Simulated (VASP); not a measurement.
# MgS (Niningerite) (Fm-3m) in VASP: single point with PBE

Aim: the single point of MgS (Niningerite) with PBE.

Everything below comes from runs of VASP 6.6.1. Logs are shortened: lines on timing, memory, paths and dates and some standing lists are left out, and cuts for length are marked.

### 1 The cell of the first run

The structure is cubic, space group Fm-3m (No. 225). The conventional cell has a = 5.203 Å, b = 5.203 Å, c = 5.203 Å, α = 90.00°, β = 90.00°, γ = 90.00°. Within 3.4 Å of Mg (site symmetry m-3m) lie 6 S at 2.60 Å. S (site symmetry m-3m) has 6 Mg at 2.60 Å within 3.4 Å.

### 2 Single point, PBE

INCAR

```
SYSTEM = MgS
PREC = Accurate
ENCUT = 520
EDIFF = 1E-6
ISMEAR = 0
SIGMA = 0.01
LREAL = .FALSE.
LASPH = .TRUE.
NELM = 60
ALGO = Normal
ISIF = 2
LWAVE = .FALSE.
LCHARG = .FALSE.
GGA = PE
NBANDS = 11
```

KPOINTS

```
regular mesh
0
G
  6 6 6
  0 0 0
```

POSCAR

```
MgS
1.0
    3.6792890000      0.0000000000      0.0000000000
    1.8396445000      3.1863577419      0.0000000000
    1.8396445000      1.0621192473      3.0041268887
Mg S
1 1
Direct
    0.0000000000      0.0000000000      0.0000000000
    0.5000000000      0.5000000000      0.5000000000
```

Potentials or basis: VASP PAW PBE potentials, release 64 (Mg, S).

Run with:

```bash
cat potpaw_PBE.64/Mg/POTCAR potpaw_PBE.64/S/POTCAR > POTCAR
mpirun -np 1 vasp_std > vasp.out
```

OUTCAR:

```text
SYSTEM = MgS
   PREC = Accurate
   ENCUT = 520
   EDIFF = 1E-6
   ISMEAR = 0
   LREAL = .FALSE.
   LASPH = .TRUE.
   NELM = 60
   ISIF = 2
   GGA = PE

 ion  position               nearest neighbor table
   1  0.000  0.000  0.000-   2 2.60   2 2.60   2 2.60   2 2.60   2 2.60   2 2.60
   2  0.500  0.500  0.500-   1 2.60   1 2.60   1 2.60   1 2.60   1 2.60   1 2.60

  LATTYP: Found a face centered cubic cell.
 ALAT       =     5.2033004037

  Lattice vectors:

 A1 = (   3.6792890000,   0.0000000000,   0.0000000000)
 A2 = (   1.8396445000,   3.1863577419,   0.0000000000)
 A3 = (   1.8396445000,   1.0621192473,   3.0041268887)

Analysis of symmetry for initial positions (statically):
=====================================================================
 Subroutine PRICEL returns:
 Original cell was already a primitive cell.

 Routine SETGRP: Setting up the symmetry group for a
 face centered cubic supercell.

 Subroutine GETGRP returns: Found 48 space group operations
 (whereof 48 operations were pure point group operations)
 out of a pool of 48 trial point group operations.

The static configuration has the point symmetry O_h .

Analysis of symmetry for dynamics (positions and initial velocities):
=====================================================================
 Subroutine PRICEL returns:
 Original cell was already a primitive cell.

 Routine SETGRP: Setting up the symmetry group for a
 face centered cubic supercell.

 Subroutine GETGRP returns: Found 48 space group operations
 (whereof 48 operations were pure point group operations)
 out of a pool of 48 trial point group operations.

The dynamic configuration has the point symmetry O_h .

 Subroutine INISYM returns: Found 48 space group operations
 (whereof 48 operations are pure point group operations),
 and found     1 'primitive' translations

----------------------------------------------------------------------------------------

                                     Primitive cell

  volume of cell :      35.2190

  direct lattice vectors                    reciprocal lattice vectors
     3.679289000  0.000000000  0.000000000     0.271791642 -0.156918978 -0.110958473
     1.839644500  3.186357742  0.000000000     0.000000000  0.313837956 -0.110958473
     1.839644500  1.062119247  3.004126889     0.000000000  0.000000000  0.332875420

  length of vectors
     3.679289000  3.679289000  3.679289000     0.332875420  0.332875420  0.332875420

  position of ions in fractional coordinates (direct lattice)
     0.000000000  0.000000000  0.000000000
     0.500000000  0.500000000  0.500000000

  ion indices of the primitive-cell ions
   primitive index   ion index
                 1           1
                 2           2

----------------------------------------------------------------------------------------

 KPOINTS: regular mesh

Automatic generation of k-mesh.
 Grid dimensions read from file:
 generate k-points for:    6    6    6

 Generating k-lattice:

  Cartesian coordinates                     Fractional coordinates (reciprocal lattice)
     0.045298607 -0.026153163 -0.018493079     0.166666667  0.000000000  0.000000000
     0.000000000  0.052306326 -0.018493079     0.000000000  0.166666667  0.000000000
     0.000000000  0.000000000  0.055479237     0.000000000  0.000000000  0.166666667

  Length of vectors
     0.055479237  0.055479237  0.055479237

  Shift w.r.t. Gamma in fractional coordinates (k-lattice)
     0.000000000  0.000000000  0.000000000

 Subroutine IBZKPT returns following result:
 ===========================================

 Found     16 irreducible k-points:

 Following reciprocal coordinates:
            Coordinates               Weight
  0.000000  0.000000  0.000000      1.000000
  0.166667 -0.000000 -0.000000      8.000000
  0.333333 -0.000000  0.000000      8.000000
  0.500000 -0.000000  0.000000      4.000000
  0.166667  0.166667 -0.000000      6.000000
  0.333333  0.166667 -0.000000     24.000000
[... 8 lines left out ...]
 -0.333333  0.333333  0.166667     24.000000
 -0.333333  0.500000  0.166667     12.000000
   k-points           NKPTS =     16   k-points in BZ     NKDIM =     16   number of bands    NBANDS=     11
   number of dos      NEDOS =    301   number of ions     NIONS =      2
   total plane-waves  NPLWV =  21952
   dimension x,y,z NGX =    28 NGY =   28 NGZ =   28
   dimension x,y,z NGXF=    56 NGYF=   56 NGZF=   56
   ions per type =               1   1
   NGX,Y,Z   is equivalent  to a cutoff of  12.65, 12.65, 12.65 a.u.
   NGXF,Y,Z  is equivalent  to a cutoff of  25.30, 25.30, 25.30 a.u.
 SYSTEM =  MgS
   PREC   = accura    normal or accurate (medium, high low for compatibility)
   ISTART =      0    job   : 0-new  1-cont  2-samecut
   ICHARG =      2    charge: 1-file 2-atom 10-const
   ISPIN  =      1    spin polarized calculation?
   LNONCOLLINEAR =      F non collinear calculations
   LSORBIT =      F    spin-orbit coupling
   LASPH  =      T    aspherical Exc in radial PAW
   ENCUT  =  520.0 eV  38.22 Ry    6.18 a.u.   6.84  6.84  6.84*2*pi/ulx,y,z
   NELM   =     60;   NELMIN=  2; NELMDL= -5     # of ELM steps
   EDIFF  = 0.1E-05   stopping-criterion for ELM
   LREAL  =      F    real-space projection
   EDIFFG = 0.1E-04   stopping-criterion for IOM
   NSW    =      0    number of steps for IOM
   IBRION =     -1    ionic relax: 0-MD 1-quasi-New 2-CG
   NFREE  =      0    steps in history (QN), initial steepest desc. (CG)
   ISIF   =      2    stress and relaxation
   ISYM   =      2    0-nonsym 1-usesym 2-fastsym
   POTIM  = 0.5000    time-step for ionic-motion
   TEBEG  =    0.0;   TEEND  =   0.0 temperature during run
   PSTRESS=    0.0 pullay stress
   NELECT =       8.0000    total number of electrons
   NUPDOWN=      -1.0000    fix difference up-down
   EMIN   =  10.00;   EMAX   =-10.00  energy-range for DOS
   EFERMI =   0.00;   METHOD = LEGACY
   ISMEAR =     0;   SIGMA  =   0.01  broadening in eV -4-tet -1-fermi 0-gaus
   EFERMI_NEDOS =   21; number of points for ismear=-14 and -15
   IALGO  =     38    algorithm
   IMIX   =      4    mixing-type and parameters
     AMIX     =   0.40;   BMIX     =  1.00
     AMIX_MAG =   1.60;   BMIX_MAG =  1.00
  volume/ion in A,a.u.               =      17.61       118.83
  Fermi-wavevector in a.u.,A,eV,Ry     =   0.998878  1.887606 13.575321  0.997758
  Thomas-Fermi vector in A             =   2.131131
   LORBIT       =      0    0 simple, 1 ext, 2 COOP (PROOUT), +10 PAW based schemes
   GGA     = PE    functional components
   LHFCALC =     F    Hartree Fock is set to
   AEXX    =    0.0000 exact exchange contribution
   IVDW    =     0    specifies the selected vdW correction
   LEPSILON=     F    determine dielectric tensor
   LRPA    =     F    only Hartree local field effects (RPA)
 non-spin polarized calculation
 Gauss-broadening in eV      SIGMA  =   0.01
  energy-cutoff  :      520.00
  volume of cell :       35.22
 maximum number of plane-waves:       960
   NGX = 13   NGY = 13   NGZ = 13

 number of electron       8.0000000 magnetization

 Free energy of the ion-electron system (eV)
  ---------------------------------------------------
  ext. energy  EPLUGINS =         0.00000000
  ---------------------------------------------------
  free energy    TOTEN  =        -8.49920625 eV

  energy without entropy =       -8.49920625  energy(sigma->0) =       -8.49920625

 E-fermi :   3.8015     XC(G=0):  -9.6876

 val. band max:        3.7275384934   @ k =   0.0000   0.0000   0.0000
 cond. band min:       6.5009245031   @ k =   0.5000   0.5000  -0.0000
 fundamental gap:      2.7733860097
 Fermi energy:         3.8014547617

 k-point     1 :       0.0000    0.0000    0.0000
  band No.  band energies     occupation
      1      -8.9394      2.00000
      2       3.7275      2.00000
      3       3.7275      2.00000
      4       3.7275      2.00000
      5       7.4367      0.00000
      6      11.6806      0.00000
      7      11.6806      0.00000
      8      11.6806      0.00000
      9      14.0759      0.00000
     10      14.0759      0.00000
     11      16.2642      0.00000

 k-point     2 :       0.1667   -0.0000   -0.0000
  band No.  band energies     occupation
      1      -8.6757      2.00000
      2       2.0992      2.00000
      3       3.5589      2.00000
      4       3.5589      2.00000
      5       8.5353      0.00000
      6      11.3841      0.00000
      7      11.9415      0.00000
      8      11.9415      0.00000
      9      13.3753      0.00000
     10      13.3753      0.00000
     11      16.1595      0.00000

 k-point     3 :       0.3333   -0.0000    0.0000
  band No.  band energies     occupation
      1      -8.0396      2.00000
      2      -0.1124      2.00000
      3       3.2669      2.00000
      4       3.2669      2.00000
      5       8.5099      0.00000
      6      11.0654      0.00000
      7      11.0654      0.00000
      8      13.0719      0.00000
      9      15.2405      0.00000
     10      15.2405      0.00000
     11      15.2842      0.00000

 k-point     4 :       0.5000   -0.0000    0.0000
  band No.  band energies     occupation
      1      -7.6337      2.00000
      2      -1.1020      2.00000
      3       3.1383      2.00000
      4       3.1383      2.00000
      5       8.2746      0.00000
      6      10.6334      0.00000
      7      10.6334      0.00000
      8      13.8401      0.00000
      9      15.8809      0.00000
     10      18.1136      0.00000
     11      18.1136      0.00000

 k-point     5 :       0.1667    0.1667   -0.0000
  band No.  band energies     occupation
      1      -8.5901      2.00000
      2       2.1948      2.00000
      3       3.1971      2.00000
      4       3.1971      2.00000
      5       9.0503      0.00000
      6      10.2414      0.00000
      7      11.6354      0.00000
      8      12.8106      0.00000
      9      12.8106      0.00000
     10      14.5350      0.00000
     11      17.8733      0.00000
[... 99 lines left out ...]
 k-point    13 :       0.5000    0.5000   -0.0000
  band No.  band energies     occupation
      1      -7.2625      2.00000
      2      -0.4658      2.00000
      3       2.0451      2.00000
      4       2.0451      2.00000
      5       6.5009      0.00000
      6       8.1217      0.00000
      7      15.7314      0.00000
      8      16.5457      0.00000
      9      17.0986      0.00000
     10      17.0986      0.00000
     11      19.5657      0.00000

 k-point    14 :       0.5000    0.3333    0.1667
  band No.  band energies     occupation
      1      -7.6066      2.00000
      2       0.0422      2.00000
      3       1.5370      2.00000
      4       2.4957      2.00000
      5       9.0120      0.00000
      6      10.3497      0.00000
      7      11.0439      0.00000
      8      13.5634      0.00000
      9      15.2782      0.00000
     10      18.5624      0.00000
     11      19.0429      0.00000

 k-point    15 :      -0.3333    0.3333    0.1667
  band No.  band energies     occupation
      1      -7.3313      2.00000
      2      -0.1951      2.00000
      3       1.0160      2.00000
      4       2.1427      2.00000
      5       9.0509      0.00000
      6      10.4461      0.00000
      7      12.4144      0.00000
      8      12.6515      0.00000
      9      15.9613      0.00000
     10      17.6252      0.00000
     11      19.4351      0.00000

 k-point    16 :      -0.3333    0.5000    0.1667
  band No.  band energies     occupation
      1      -7.2290      2.00000
      2      -0.0227      2.00000
      3       1.1485      2.00000
      4       1.5148      2.00000
      5       8.1347      0.00000
      6       9.9502      0.00000
      7      12.8853      0.00000
      8      13.5285      0.00000
      9      17.5294      0.00000
     10      18.7652      0.00000
     11      19.1931      0.00000

------------------------ aborting loop because EDIFF is reached ----------------------------------------

  FORCE on cell =-STRESS in cart. coord.  units (eV):
  Direction    XX          YY          ZZ          XY          YZ          ZX
  --------------------------------------------------------------------------------------
  -------------------------------------------------------------------------------------
  Total        0.1944602      0.1944602      0.1944602     -0.0000000      0.0000000     -0.0000000
  in kB        8.8463584      8.8463584      8.8463584     -0.0000000      0.0000000     -0.0000000
  external PRESSURE =       8.8463584 kB  Pullay stress =       0.0000000 kB

 VOLUME and BASIS-vectors are now :
 -----------------------------------------------------------------------------
  energy-cutoff  :      520.00
  volume of cell :       35.22
      direct lattice vectors                 reciprocal lattice vectors
     3.679289000  0.000000000  0.000000000     0.271791642 -0.156918978 -0.110958473
     1.839644500  3.186357742  0.000000000     0.000000000  0.313837956 -0.110958473
     1.839644500  1.062119247  3.004126889     0.000000000  0.000000000  0.332875420

 POSITION                                       TOTAL-FORCE (eV/Angst)
 -----------------------------------------------------------------------------------
      0.00000      0.00000      0.00000        -0.000000      0.000000      0.000000
      3.67929      2.12424      1.50206         0.000000     -0.000000      0.000000
 -----------------------------------------------------------------------------------
    total drift:                                0.000000      0.000000      0.000000

  FREE ENERGIE OF THE ION-ELECTRON SYSTEM (eV)
  ---------------------------------------------------
  free  energy   TOTEN  =        -8.4992062459 eV

  energy  without entropy=       -8.4992062459  energy(sigma->0) =       -8.49920625
```

Wall time 5.6 s (1 thread of Intel Xeon Platinum 8488C (Sapphire Rapids), shared host); peak memory 0.15 GiB.

What came out:

| Property | Result |
| --- | --- |
| Free energy | -8.4992 eV |
| Pressure | 0.9 GPa |
| Band gap on the k mesh | 2.77 eV, indirect (least direct gap 3.71 eV) |
